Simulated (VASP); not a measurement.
# BP (F-43m) in VASP: a series of runs, part 2 of 2

VASP 6.6.1.

### 5 Relaxation of cell and atoms, PBEsol, target pressure 15 GPa, at which the enthalpy is minimised

The input, INCAR:

```
SYSTEM = BP
PREC = Accurate
ENCUT = 600
EDIFF = 1E-6
ISMEAR = 0
SIGMA = 0.01
LREAL = .False.
LASPH = .True.
NELM = 100
ALGO = Normal
ISIF = 3
LWAVE = .False.
LCHARG = .False.
GGA = PS
IBRION = 2
NSW = 100
EDIFFG = -0.002
PSTRESS = 150.0
```

The input, KPOINTS:

```
regular mesh
0
Gamma
  8 8 8
  0 0 0
```

The input, POSCAR:

```
BP
1.0
    0.0000000000      2.2600703551      2.2600703551
    2.2600703551      0.0000000000      2.2600703551
    2.2600703551      2.2600703551      0.0000000000
B P
1 1
Direct
    0.0000000000      0.0000000000      0.0000000000
    0.7500000000      0.7500000000      0.7500000000
```

Potentials or basis: VASP PAW PBE potentials, release 64 (B, P).

Run with:

```console
$ cat potpaw_PBE.64/B/POTCAR potpaw_PBE.64/P/POTCAR > POTCAR
$ mpirun -np 1 vasp_std > vasp.out
```

OUTCAR:

```text
SYSTEM = BP
   PREC = Accurate
   ENCUT = 600
   EDIFF = 1E-6
   ISMEAR = 0
   LREAL = .False.
   LASPH = .True.
   NELM = 100
   ISIF = 3
   GGA = PS
   IBRION = 2
   NSW = 100
   EDIFFG = -0.002
   PSTRESS = 150.0

 ion  position               nearest neighbor table
   1  0.000  0.000  0.000-   2 1.96   2 1.96   2 1.96   2 1.96
   2  0.750  0.750  0.750-   1 1.96   1 1.96   1 1.96   1 1.96

  LATTYP: Found a face centered cubic cell.
 ALAT       =     4.5201407102

  Lattice vectors:

 A1 = (   0.0000000000,   2.2600703551,   2.2600703551)
 A2 = (   2.2600703551,   0.0000000000,   2.2600703551)
 A3 = (   2.2600703551,   2.2600703551,   0.0000000000)

Analysis of symmetry for initial positions (statically):
=====================================================================
 Subroutine PRICEL returns:
 Original cell was already a primitive cell.

 Routine SETGRP: Setting up the symmetry group for a
 face centered cubic supercell.

 Subroutine GETGRP returns: Found 24 space group operations
 (whereof 24 operations were pure point group operations)
 out of a pool of 48 trial point group operations.

The static configuration has the point symmetry T_d .

Analysis of symmetry for dynamics (positions and initial velocities):
=====================================================================
 Subroutine PRICEL returns:
 Original cell was already a primitive cell.

 Routine SETGRP: Setting up the symmetry group for a
 face centered cubic supercell.

 Subroutine GETGRP returns: Found 24 space group operations
 (whereof 24 operations were pure point group operations)
 out of a pool of 48 trial point group operations.

The dynamic configuration has the point symmetry T_d .

 Subroutine INISYM returns: Found 24 space group operations
 (whereof 24 operations are pure point group operations),
 and found     1 'primitive' translations

----------------------------------------------------------------------------------------

                                     Primitive cell
[... 119 lines left out ...]
   IVDW    =     0    specifies the selected vdW correction
   LEPSILON=     F    determine dielectric tensor
   LRPA    =     F    only Hartree local field effects (RPA)
 conjugate gradient relaxation of ions
 non-spin polarized calculation
 Gauss-broadening in eV      SIGMA  =   0.01
  energy-cutoff  :      600.00
  volume of cell :       23.09
 maximum number of plane-waves:       784
 NGX is ok and might be reduce to    28
   NGX = 13   NGY = 13   NGZ = 13

--------------------------------------- Ionic step        1  -------------------------------------------

 number of electron       8.0000000 magnetization

 Free energy of the ion-electron system (eV)
  ---------------------------------------------------
  ext. energy  EPLUGINS =         0.00000000
  ---------------------------------------------------
  free energy    TOTEN  =       -13.67320631 eV

  energy without entropy =      -13.67320631  energy(sigma->0) =      -13.67320631

------------------------ aborting loop because EDIFF is reached ----------------------------------------

  FORCE on cell =-STRESS in cart. coord.  units (eV):
  Direction    XX          YY          ZZ          XY          YZ          ZX
  --------------------------------------------------------------------------------------
  -------------------------------------------------------------------------------------
  Total        0.0182464      0.0182464      0.0182464      0.0000000      0.0000000      0.0000000
  in kB        1.2661691      1.2661691      1.2661691      0.0000000      0.0000000      0.0000000
  external PRESSURE =    -148.7338309 kB  Pullay stress =     150.0000000 kB
[... 177 lines left out ...]
--------------------------------------- Ionic step        6  -------------------------------------------

 number of electron       8.0000000 magnetization

 Free energy of the ion-electron system (eV)
  ---------------------------------------------------
  ext. energy  EPLUGINS =         0.00000000
  ---------------------------------------------------
  free energy    TOTEN  =       -13.59806518 eV

  energy without entropy =      -13.59806518  energy(sigma->0) =      -13.59806518

 E-fermi :   8.5310     XC(G=0): -11.4186

 val. band max:        8.4747967456   @ k =   0.0000   0.0000   0.0000
 cond. band min:       9.5230746240   @ k =   0.5000   0.5000   0.0000
 fundamental gap:      1.0482778784
 Fermi energy:         8.5310047960

 k-point     1 :       0.0000    0.0000    0.0000
  band No.  band energies     occupation
      1      -7.8274      2.00000
      2       8.4748      2.00000
      3       8.4748      2.00000
      4       8.4748      2.00000
      5      11.9778      0.00000
      6      11.9778      0.00000
      7      11.9778      0.00000
      8      17.1798      0.00000
[... 243 lines left out ...]
 k-point    24 :      -0.3750    0.2500    0.1250
  band No.  band energies     occupation
      1      -3.4125      2.00000
      2      -0.5935      2.00000
      3       3.6483      2.00000
      4       5.0617      2.00000
      5      12.5724      0.00000
      6      13.9182      0.00000
      7      17.3194      0.00000
      8      18.7562      0.00000

 [... further k-points ...]
[... 5 lines left out ...]
  --------------------------------------------------------------------------------------
  -------------------------------------------------------------------------------------
  Total        2.0015294      2.0015294      2.0015294     -0.0000000     -0.0000000     -0.0000000
  in kB      149.8553289    149.8553289    149.8553289     -0.0000000     -0.0000000     -0.0000000
  external PRESSURE =      -0.1446711 kB  Pullay stress =     150.0000000 kB
[... 21 lines left out ...]
  energy  without entropy=      -13.5980651760  energy(sigma->0) =      -13.59806518

  enthalpy is  TOTEN    =       -11.5946035012 eV   P V=        2.0034616748

 reached required accuracy - stopping structural energy minimisation
```

OSZICAR:

```text
N       E                     dE             d eps       ncg     rms          rms(c)
DAV:   1     0.156075113598E+02    0.15608E+02   -0.46131E+03   464   0.102E+03
DAV:   2    -0.140711295201E+02   -0.29679E+02   -0.28621E+02   712   0.126E+02
DAV:   3    -0.144070566802E+02   -0.33593E+00   -0.33593E+00   528   0.178E+01
[... 36 lines left out ...]
DAV:   2    -0.135984865197E+02    0.16837E-05   -0.32428E-06   568   0.120E-02    0.677E-03
DAV:   3    -0.135984859121E+02    0.60758E-06   -0.11000E-06   272   0.619E-03
   5 F= -.11594603E+02 E0= -.11594603E+02  d E =-.694846E-06
       N       E                     dE             d eps       ncg     rms          rms(c)
DAV:   1    -0.135980654844E+02    0.42104E-03   -0.13431E-05   528   0.300E-02    0.559E-03
DAV:   2    -0.135980651760E+02    0.30838E-06   -0.59965E-07   288   0.519E-03
   6 F= -.11594604E+02 E0= -.11594604E+02  d E =-.127806E-05
```

It took 40 s on 1 thread of Intel Xeon 8259CL, shared host; peak memory 0.15 GiB.

What came out:

| Item | Value |
| --- | --- |
| Free energy | -13.5981 eV |
| Relaxed volume | 10.70 Å³/atom |
| Relaxed cell | a = 3.116 Å, b = 3.116 Å, c = 3.116 Å, α = 60.00°, β = 60.00°, γ = 60.00° |
| Space group after relaxing (to 0.05 Å) | F-43m (No. 216) |
| Energy change on relaxing (the enthalpy is what falls) | +37.6 meV/atom |
| Ionic steps | 6 |
| Pressure after relaxing | 15.0 GPa |
| Band gap on the k mesh | 1.05 eV, indirect (least direct gap 3.50 eV) |

The path:
| step | energy change (eV) | largest force (eV/Å) | pressure (GPa) | volume (Å³) |
| --- | --- | --- | --- | --- |
| 1 | 0.0000 | 0.0000 | 0.13 | 23.09 |
| 2 | 0.3429 | 0.0000 | 36.47 | 19.69 |
| 3 | 0.0727 | 0.0000 | 14.73 | 21.43 |
| 4 | 0.0757 | 0.0000 | 15.06 | 21.39 |
| 5 | 0.0747 | 0.0000 | 14.96 | 21.40 |
| 6 | 0.0751 | 0.0000 | 14.99 | 21.40 |

Final structure:
```xyz
2
Lattice="0.0000 2.2036 2.2036 2.2036 0.0000 2.2036 2.2036 2.2036 0.0000" Properties=species:S:1:pos:R:3 pbc="T T T"
B     0.0000    0.0000    0.0000
P     3.3053    3.3053    3.3053
```

Caveat: the cell is relaxed towards a set pressure, so the enthalpy falls and the energy may rise; the PAW data sets were made with another functional, which shifts forces and pressure a little. PBEsol gaps usually lie below the measured ones, often by a third to a half.

### 6 Overview

```tsv
cell	gap on the mesh (eV)	pressure (GPa)
relaxed to 4 GPa	1.12	4.0
relaxed to 7 GPa	1.10	7.0
relaxed to 10 GPa	1.09	10.0
relaxed to 15 GPa	1.05	15.0
```

Alike in all rows: task relaxation of cell and atoms; level PBEsol; potentials or basis VASP PAW PBE potentials, release 64 (B, P); no spin polarisation; k mesh 8 × 8 × 8; cutoff (eV) 600; smearing gaussian 0.01 eV.

Caveats: the cell is relaxed towards a set pressure, so the enthalpy falls and the energy may rise; the PAW data sets were made with another functional, which shifts forces and pressure a little.

Total energies depend on the potentials used, so only differences within one code and one set of settings carry meaning.
